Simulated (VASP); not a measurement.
# K2Au (P-3m1) in VASP: further runs

K2Au is run at these levels: PBE; tasks: single point.

All numbers are computed with VASP 6.6.1; they aren't measurements. Logs are shortened: lines on timing, memory, paths and dates and some standing lists are left out, and cuts for length are marked.

## Step 1: The cell of the first run

It takes space group P-3m1 (No. 164, trigonal). The conventional cell has a = 4.733 Å, b = 4.733 Å, c = 8.058 Å, α = 90.00°, β = 90.00°, γ = 120.00°. K (site symmetry 3m) has 3 Au at 3.35 Å within 4.4 Å. Au (site symmetry -3m) has 6 K at 3.35 Å within 4.4 Å.

The cell was generated, and may not be a known phase.

## Step 2: Single point, PBE

Input file INCAR:

```
SYSTEM = K2Au
PREC = Accurate
ENCUT = 520
EDIFF = 1E-7
ISMEAR = 0
SIGMA = 0.1
LREAL = .False.
LASPH = .True.
NELM = 80
ALGO = Normal
ISIF = 2
LWAVE = .False.
LCHARG = .False.
GGA = PE
NBANDS = 22
```

Input file KPOINTS:

```
Automatic mesh
0
Gamma
  6 6 2
  0 0 0
```

Input file POSCAR:

```
K2Au
1.0
    4.7329999000      0.0000000000      0.0000000000
   -2.3665000000      4.0988982000      0.0000000000
    0.0000000000      0.0000000000      8.0583791000
K Au
2 1
Direct
    0.3333333000      0.6666667000      0.2406990000
    0.6666667000      0.3333333000      0.7593010000
    0.0000000000      0.0000000000      0.0000000000
```

Potentials or basis: VASP PAW PBE potentials, release 64 (K_sv, Au).

On the command line:

```
$ cat potpaw_PBE.64/K_sv/POTCAR potpaw_PBE.64/Au/POTCAR > POTCAR
$ mpirun -np 1 vasp_std > vasp.out
```

OUTCAR:

```text
SYSTEM = K2Au
   PREC = Accurate
   ENCUT = 520
   EDIFF = 1E-7
   ISMEAR = 0
   LREAL = .False.
   LASPH = .True.
   NELM = 80
   ISIF = 2
   GGA = PE

 ion  position               nearest neighbor table
   1  0.333  0.667  0.241-   3 3.35   3 3.35   3 3.35
   2  0.667  0.333  0.759-   3 3.35   3 3.35   3 3.35
   3  0.000  0.000  0.000-   1 3.35   2 3.35   2 3.35   1 3.35   2 3.35   1 3.35

  LATTYP: Found a hexagonal cell.
 ALAT       =     4.7329999000
 C/A-ratio  =     1.7025943947

  Lattice vectors:

 A1 = (   4.7329999000,   0.0000000000,   0.0000000000)
 A2 = (  -2.3665000000,   4.0988982000,   0.0000000000)
 A3 = (   0.0000000000,   0.0000000000,   8.0583791000)

Analysis of symmetry for initial positions (statically):
=====================================================================
 Subroutine PRICEL returns:
 Original cell was already a primitive cell.

 Routine SETGRP: Setting up the symmetry group for a
 hexagonal supercell.

 Subroutine GETGRP returns: Found 12 space group operations
 (whereof 12 operations were pure point group operations)
 out of a pool of 24 trial point group operations.

The static configuration has the point symmetry D_3d.

Analysis of symmetry for dynamics (positions and initial velocities):
=====================================================================
 Subroutine PRICEL returns:
 Original cell was already a primitive cell.

 Routine SETGRP: Setting up the symmetry group for a
 hexagonal supercell.

 Subroutine GETGRP returns: Found 12 space group operations
 (whereof 12 operations were pure point group operations)
 out of a pool of 24 trial point group operations.

The dynamic configuration has the point symmetry D_3d.

 Subroutine INISYM returns: Found 12 space group operations
 (whereof 12 operations are pure point group operations),
 and found     1 'primitive' translations

----------------------------------------------------------------------------------------

                                     Primitive cell

  volume of cell :     156.3332

  direct lattice vectors                    reciprocal lattice vectors
     4.732999900  0.000000000  0.000000000     0.211282489  0.121984003  0.000000000
    -2.366500000  4.098898200  0.000000000     0.000000000  0.243968001  0.000000000
     0.000000000  0.000000000  8.058379100     0.000000000  0.000000000  0.124094435

  length of vectors
     4.732999900  4.732999969  8.058379100     0.243968005  0.243968001  0.124094435

[... 70 lines left out ...]
   NELM   =     80;   NELMIN=  2; NELMDL= -5     # of ELM steps
   EDIFF  = 0.1E-06   stopping-criterion for ELM
   LREAL  =      F    real-space projection
   EDIFFG = 0.1E-05   stopping-criterion for IOM
   NSW    =      0    number of steps for IOM
   IBRION =     -1    ionic relax: 0-MD 1-quasi-New 2-CG
   NFREE  =      0    steps in history (QN), initial steepest desc. (CG)
   ISIF   =      2    stress and relaxation
   ISYM   =      2    0-nonsym 1-usesym 2-fastsym
   POTIM  = 0.5000    time-step for ionic-motion
   TEBEG  =    0.0;   TEEND  =   0.0 temperature during run
   PSTRESS=    0.0 pullay stress
   NELECT =      29.0000    total number of electrons
   NUPDOWN=      -1.0000    fix difference up-down
   EMIN   =  10.00;   EMAX   =-10.00  energy-range for DOS
   EFERMI =   0.00;   METHOD = LEGACY
   ISMEAR =     0;   SIGMA  =   0.10  broadening in eV -4-tet -1-fermi 0-gaus
   EFERMI_NEDOS =   21; number of points for ismear=-14 and -15
   IALGO  =     38    algorithm
   IMIX   =      4    mixing-type and parameters
     AMIX     =   0.40;   BMIX     =  1.00
     AMIX_MAG =   1.60;   BMIX_MAG =  1.00
  volume/ion in A,a.u.               =      52.11       351.66
  Fermi-wavevector in a.u.,A,eV,Ry     =   0.933664  1.764368 11.860574  0.871728
  Thomas-Fermi vector in A             =   2.060388
   LORBIT       =      0    0 simple, 1 ext, 2 COOP (PROOUT), +10 PAW based schemes
   GGA     = PE    functional components
   LHFCALC =     F    Hartree Fock is set to
   AEXX    =    0.0000 exact exchange contribution
   IVDW    =     0    specifies the selected vdW correction
   LEPSILON=     F    determine dielectric tensor
   LRPA    =     F    only Hartree local field effects (RPA)
 non-spin polarized calculation
 Gauss-broadening in eV      SIGMA  =   0.10
  energy-cutoff  :      520.00
  volume of cell :      156.33
 maximum number of plane-waves:      4248
 NGX is ok and might be reduce to    36
   NGX = 17   NGY = 17   NGZ = 29

 number of electron      29.0000004 magnetization

 Free energy of the ion-electron system (eV)
  ---------------------------------------------------
  ext. energy  EPLUGINS =         0.00000000
  ---------------------------------------------------
  free energy    TOTEN  =        -5.81201831 eV

  energy without entropy =       -5.79746089  energy(sigma->0) =       -5.80473960

 E-fermi :   0.8410     XC(G=0):  -6.4653

 val. band max:        0.6664630673   @ k =   0.0000   0.0000   0.0000
 cond. band min:       0.8622526471   @ k =   0.5000   0.0000   0.5000
 fundamental gap:      0.1957895798
 Fermi energy:         0.8410457921

 k-point     1 :       0.0000    0.0000    0.0000
  band No.  band energies     occupation
      1     -30.9155      2.00000
      2     -30.9128      2.00000
      3     -14.4420      2.00000
      4     -14.3966      2.00000
      5     -14.3966      2.00000
      6     -14.3863      2.00000
[... 339 lines left out ...]
     21       5.2389      0.00000
     22       6.2462      0.00000

------------------------ aborting loop because EDIFF is reached ----------------------------------------

  FORCE on cell =-STRESS in cart. coord.  units (eV):
  Direction    XX          YY          ZZ          XY          YZ          ZX
  --------------------------------------------------------------------------------------
  -------------------------------------------------------------------------------------
  Total       -0.0120149     -0.0120149      0.0314967      0.0000000      0.0000000      0.0000000
  in kB       -0.1231341     -0.1231341      0.3227928      0.0000000      0.0000000      0.0000000
  external PRESSURE =       0.0255082 kB  Pullay stress =       0.0000000 kB

 VOLUME and BASIS-vectors are now :
 -----------------------------------------------------------------------------
  energy-cutoff  :      520.00
  volume of cell :      156.33
      direct lattice vectors                 reciprocal lattice vectors
     4.732999900  0.000000000  0.000000000     0.211282489  0.121984003  0.000000000
    -2.366500000  4.098898200  0.000000000     0.000000000  0.243968001  0.000000000
     0.000000000  0.000000000  8.058379100     0.000000000  0.000000000  0.124094435

 POSITION                                       TOTAL-FORCE (eV/Angst)
 -----------------------------------------------------------------------------------
     -0.00000      2.73260      1.93964         0.000000     -0.000000     -0.002013
      2.36650      1.36630      6.11874        -0.000000      0.000000      0.002013
      0.00000      0.00000      0.00000         0.000000      0.000000      0.000000
 -----------------------------------------------------------------------------------
    total drift:                               -0.000000      0.000000     -0.000000

  FREE ENERGIE OF THE ION-ELECTRON SYSTEM (eV)
  ---------------------------------------------------
  free  energy   TOTEN  =        -5.8120183081 eV

  energy  without entropy=       -5.7974608889  energy(sigma->0) =       -5.80473960
```

OSZICAR:

```text
N       E                     dE             d eps       ncg     rms          rms(c)
DAV:   1     0.191314317982E+03    0.19131E+03   -0.12489E+04   616   0.108E+03
DAV:   2     0.673887912097E+01   -0.18458E+03   -0.17660E+03   722   0.297E+02
DAV:   3    -0.525872152061E+01   -0.11998E+02   -0.11898E+02  1008   0.607E+01
DAV:   4    -0.606588377891E+01   -0.80716E+00   -0.80456E+00   944   0.111E+01
DAV:   5    -0.608238173497E+01   -0.16498E-01   -0.16491E-01   892   0.134E+00    0.444E+00
DAV:   6    -0.586330056944E+01    0.21908E+00   -0.15610E-01   706   0.228E+00    0.264E+00
DAV:   7    -0.580805657955E+01    0.55244E-01   -0.99919E-02   754   0.157E+00    0.841E-01
DAV:   8    -0.581183283449E+01   -0.37763E-02   -0.18603E-02   884   0.696E-01    0.171E-01
DAV:   9    -0.581176440823E+01    0.68426E-04   -0.29193E-03   732   0.260E-01    0.689E-02
DAV:  10    -0.581191087003E+01   -0.14646E-03   -0.24186E-04   786   0.950E-02    0.340E-02
DAV:  11    -0.581200435062E+01   -0.93481E-04   -0.12673E-04   730   0.678E-02    0.130E-02
DAV:  12    -0.581201643306E+01   -0.12082E-04   -0.31383E-05   772   0.339E-02    0.574E-03
DAV:  13    -0.581201800028E+01   -0.15672E-05   -0.33556E-06   844   0.106E-02    0.202E-03
DAV:  14    -0.581201835290E+01   -0.35262E-06   -0.82910E-07   760   0.542E-03    0.113E-03
DAV:  15    -0.581201830813E+01    0.44775E-07   -0.91324E-08   676   0.167E-03
   1 F= -.58120183E+01 E0= -.58047396E+01  d E =-.145574E-01
```

stdout:

```text
POSCAR found type information on POSCAR K Au
 POSCAR found :  2 types and       3 ions
 scaLAPACK will be used
 LDA part: xc-table for (Slater+PW92), standard interpolation
 POSCAR, INCAR and KPOINTS ok, starting setup
 FFT: planning ... GRIDC
 FFT: planning ... GRID_SOFT
 FFT: planning ... GRID
 WAVECAR not read
 entering main loop
```

Wall time 77 s (1 thread of Oxide Virtual Turin-like, shared host); peak memory 0.24 GiB.

Results:

- Free energy: -5.8120 eV
- Pressure: 0.0 GPa
- Band gap on the k mesh: zero (an odd number of electrons rules out a gap without spin polarisation)

Forces on the atoms (eV/Å):
```
K    0.000  0.000 -0.002
K    0.000  0.000  0.002
Au   0.000  0.000  0.000
```

Caveat: the k points lie up to 0.39 Å⁻¹ apart, too coarse for converged energies and pressures of a metal; spin-orbit coupling is left out, which moves the levels of the heavy elements.

## Step 3: Single point, PBE

Input file INCAR:

```
SYSTEM = K2Au
ALGO     = Fast           ! electronic algorithm
EDIFF    = 1E-6           ! SCF threshold, eV
ENCUT    = 520            ! plane-wave cutoff, eV
GGA      = PE             ! functional
ISIF     = 2              ! what is computed and relaxed
ISMEAR   = 0              ! smearing method
LASPH    = .TRUE.         ! aspherical terms in the spheres
LCHARG   = .TRUE.         ! write CHGCAR
LELF     = .TRUE.         ! ELF
LREAL    = .FALSE.        ! projectors in reciprocal space
LVHAR    = .TRUE.       
LWAVE    = .FALSE.        ! write WAVECAR
NBANDS   = 22             ! bands
NELM     = 100            ! most SCF steps
PREC     = Accurate       ! precision mode
SIGMA    = 0.1            ! smearing width, eV
```

Input file KPOINTS:

```
k-points
0
G
  12 12 6
  0 0 0
```

Input file POSCAR:

```
K2Au
1.0
    4.7329999292      0.0000000289      0.0000000000
   -2.3664999896      4.0988981603      0.0000000000
    0.0000000000      0.0000000000      8.0583791000
K Au
2 1
Direct
    0.3333333333      0.6666666667      0.2406990000
    0.6666666667      0.3333333333      0.7593010000
    0.0000000000      0.0000000000      0.0000000000
```

Potentials or basis: VASP PAW PBE potentials, release 64 (K_sv, Au).

On the command line:

```
$ cat potpaw_PBE.64/K_sv/POTCAR potpaw_PBE.64/Au/POTCAR > POTCAR
$ mpirun -np 1 vasp_std > vasp.out
```

OUTCAR:

```text
SYSTEM = K2Au
   EDIFF = 1E-6
   ENCUT = 520
   GGA = PE
   ISIF = 2
   ISMEAR = 0
   LASPH = .TRUE.
   LREAL = .FALSE.
   NELM = 100
   PREC = Accurate

 ion  position               nearest neighbor table
   1  0.333  0.667  0.241-   3 3.35   3 3.35   3 3.35
   2  0.667  0.333  0.759-   3 3.35   3 3.35   3 3.35
   3  0.000  0.000  0.000-   1 3.35   2 3.35   1 3.35   2 3.35   2 3.35   1 3.35

  LATTYP: Found a hexagonal cell.
 ALAT       =     4.7329999292
 C/A-ratio  =     1.7025943842

  Lattice vectors:

 A1 = (   4.7329999292,   0.0000000289,   0.0000000000)
 A2 = (  -2.3664999896,   4.0988981603,   0.0000000000)
 A3 = (   0.0000000000,   0.0000000000,   8.0583791000)

Analysis of symmetry for initial positions (statically):
=====================================================================
 Subroutine PRICEL returns:
 Original cell was already a primitive cell.

 Routine SETGRP: Setting up the symmetry group for a
 hexagonal supercell.

[... 157 lines left out ...]
   NGX = 17   NGY = 17   NGZ = 29

 number of electron      29.0000004 magnetization

 Free energy of the ion-electron system (eV)
  ---------------------------------------------------
  ext. energy  EPLUGINS =         0.00000000
  ---------------------------------------------------
  free energy    TOTEN  =        -5.83747567 eV

  energy without entropy =       -5.82435058  energy(sigma->0) =       -5.83091313

 E-fermi :   0.7847     XC(G=0):  -6.4643

 val. band max:        0.7767439154   @ k =   0.2500   0.0000   0.0000
 cond. band min:       0.7877503655   @ k =  -0.1667   0.4167   0.3333
 fundamental gap:      0.0110064501
 Fermi energy:         0.7847237615

 k-point     1 :       0.0000    0.0000    0.0000
  band No.  band energies     occupation
      1     -30.9116      2.00000
      2     -30.9088      2.00000
      3     -14.4428      2.00000
      4     -14.3903      2.00000
      5     -14.3903      2.00000
      6     -14.3822      2.00000
[... 589 lines left out ...]
     21       5.6458      0.00000
     22       5.7194      0.00000

 [... further k-points ...]
[... 5 lines left out ...]
  --------------------------------------------------------------------------------------
  -------------------------------------------------------------------------------------
  Total       -0.0247957     -0.0247957     -0.0239712     -0.0000000      0.0000000      0.0000000
  in kB       -0.2541181     -0.2541181     -0.2456687     -0.0000000      0.0000000      0.0000000
  external PRESSURE =      -0.2513016 kB  Pullay stress =       0.0000000 kB

 VOLUME and BASIS-vectors are now :
 -----------------------------------------------------------------------------
  energy-cutoff  :      520.00
  volume of cell :      156.33
      direct lattice vectors                 reciprocal lattice vectors
     4.732999929  0.000000029  0.000000000     0.211282487  0.121984003  0.000000000
    -2.366499990  4.098898160  0.000000000    -0.000000001  0.243968002  0.000000000
     0.000000000  0.000000000  8.058379100     0.000000000  0.000000000  0.124094435

 POSITION                                       TOTAL-FORCE (eV/Angst)
 -----------------------------------------------------------------------------------
     -0.00000      2.73260      1.93964         0.000000      0.000000     -0.004158
      2.36650      1.36630      6.11874        -0.000000      0.000000      0.004158
      0.00000      0.00000      0.00000         0.000000     -0.000000      0.000000
 -----------------------------------------------------------------------------------
    total drift:                                0.000000     -0.000000     -0.000000

  FREE ENERGIE OF THE ION-ELECTRON SYSTEM (eV)
  ---------------------------------------------------
  free  energy   TOTEN  =        -5.8374756738 eV

  energy  without entropy=       -5.8243505824  energy(sigma->0) =       -5.83091313
```

OSZICAR:

```text
N       E                     dE             d eps       ncg     rms          rms(c)
DAV:   1     0.188351317373E+03    0.18835E+03   -0.12309E+04  4400   0.108E+03
DAV:   2     0.665894509851E+01   -0.18169E+03   -0.17256E+03  5256   0.293E+02
DAV:   3    -0.552796732416E+01   -0.12187E+02   -0.12111E+02  7184   0.608E+01
DAV:   4    -0.608986202790E+01   -0.56189E+00   -0.55935E+00  6628   0.110E+01
DAV:   5    -0.611139985695E+01   -0.21538E-01   -0.21536E-01  6436   0.136E+00    0.438E+00
RMM:   6    -0.589333267126E+01    0.21807E+00   -0.10130E-01  4979   0.184E+00    0.255E+00
RMM:   7    -0.583459034319E+01    0.58742E-01   -0.10489E-01  5979   0.180E+00    0.770E-01
RMM:   8    -0.583651374813E+01   -0.19234E-02   -0.24296E-02  6242   0.765E-01    0.115E-01
RMM:   9    -0.583694413414E+01   -0.43039E-03   -0.42143E-03  7596   0.318E-01    0.103E-01
RMM:  10    -0.583727468519E+01   -0.33055E-03   -0.14101E-03  7811   0.165E-01    0.455E-02
RMM:  11    -0.583740183793E+01   -0.12715E-03   -0.60881E-04  7762   0.111E-01    0.178E-02
RMM:  12    -0.583743961410E+01   -0.37776E-04   -0.34171E-04  7972   0.786E-02    0.229E-02
RMM:  13    -0.583745594099E+01   -0.16327E-04   -0.15886E-04  7828   0.523E-02    0.932E-03
RMM:  14    -0.583746648269E+01   -0.10542E-04   -0.85931E-05  7403   0.357E-02    0.919E-03
RMM:  15    -0.583747078778E+01   -0.43051E-05   -0.46111E-05  7344   0.330E-02    0.487E-03
RMM:  16    -0.583747315973E+01   -0.23719E-05   -0.27152E-05  7255   0.215E-02    0.211E-03
RMM:  17    -0.583747478944E+01   -0.16297E-05   -0.13864E-05  6499   0.152E-02    0.247E-03
RMM:  18    -0.583747567376E+01   -0.88432E-06   -0.83876E-06  5903   0.117E-02
   1 F= -.58374757E+01 E0= -.58309131E+01  d E =-.131251E-01
```

stdout:

```text
POSCAR found type information on POSCAR K Au
 POSCAR found :  2 types and       3 ions
 scaLAPACK will be used
 LDA part: xc-table for (Slater+PW92), standard interpolation
 POSCAR, INCAR and KPOINTS ok, starting setup
 FFT: planning ... GRIDC
 FFT: planning ... GRID_SOFT
 FFT: planning ... GRID
 WAVECAR not read
 entering main loop
WARNING in EDDRMM: call to ZHEGV failed, returncode =   8  4     19
WARNING in EDDRMM: call to ZHEGV failed, returncode =   8  4      9
WARNING in EDDRMM: call to ZHEGV failed, returncode =   6  3     15
WARNING in EDDRMM: call to ZHEGV failed, returncode =   6  3     10
WARNING in EDDRMM: call to ZHEGV failed, returncode =   6  3     11
WARNING in EDDRMM: call to ZHEGV failed, returncode =   6  3     13
WARNING in EDDRMM: call to ZHEGV failed, returncode =   6  3     10
WARNING in EDDRMM: call to ZHEGV failed, returncode =   6  3     21
```

Wall time 12 min (1 thread of Oxide Virtual Turin-like, shared host); peak memory 0.45 GiB.

Results:

- Free energy: -5.8375 eV
- Pressure: 0.0 GPa
- Largest force: 0.004 eV/Å
- Band gap on the k mesh: zero (an odd number of electrons rules out a gap without spin polarisation)

Forces in eV/Å, atoms in the order of the input:
```
K    0.000  0.000 -0.004
K    0.000  0.000  0.004
Au   0.000  0.000  0.000
```

Caveat: spin-orbit coupling is left out, which moves the levels of the heavy elements.

## Step 4: Single point, PBE

Input file INCAR:

```
  PREC = Accurate
  ENCUT = 520
  EDIFF = 1E-6
  ISMEAR = 0
  SIGMA = 0.1
  LREAL = False
  LASPH = True
  NELM = 80
  ALGO = Fast
  ISIF = 2
  LWAVE = False
  LCHARG = True
  GGA = PE
  LELF = True
  LVHAR = True
  NBANDS = 22
```

Input file KPOINTS:

```
regular mesh
0
Gamma
  12 12 6
```

POSCAR is that of step 3.

On the command line:

```
$ cat potpaw_PBE.64/K_sv/POTCAR potpaw_PBE.64/Au/POTCAR > POTCAR
$ mpirun -np 1 vasp_std > vasp.out
```

It took 11 min on 1 thread of Oxide Virtual Turin-like, shared host; peak memory 0.46 GiB.

Results (log left out):

- Free energy: -5.8375 eV
- Pressure: 0.0 GPa
- Largest force: 0.004 eV/Å
- Band gap on the k mesh: zero (an odd number of electrons rules out a gap without spin polarisation)

Forces on the atoms (eV/Å):
```
K    0.000  0.000 -0.004
K    0.000  0.000  0.004
Au   0.000  0.000  0.000
```

Levels at points of the mesh, in eV from the Fermi level:
| k point | band 12 | band 13 | band 14 | band 15 | band 16 | band 17 | band 18 | band 19 |
| --- | --- | --- | --- | --- | --- | --- | --- | --- |
| (0.00, 0.00, 0.00) | -3.71 | -3.66 | -3.66 | -0.30 | -0.12 | 3.45 | 3.45 | 4.57 |
| (0.50, 0.00, 0.00) | -3.62 | -3.54 | -2.78 | -0.16 | 1.33 | 1.68 | 1.93 | 2.72 |
| (0.00, 0.00, 0.50) | -3.68 | -3.66 | -3.66 | -1.37 | 2.00 | 2.67 | 3.42 | 3.42 |
| (0.50, 0.00, 0.50) | -3.62 | -3.54 | -2.78 | 0.08 | 0.73 | 1.16 | 2.61 | 3.03 |

Caveat: spin-orbit coupling is left out, which moves the levels of the heavy elements.

The gap in the log of VASP goes by the Fermi energy; the results here count the filled bands.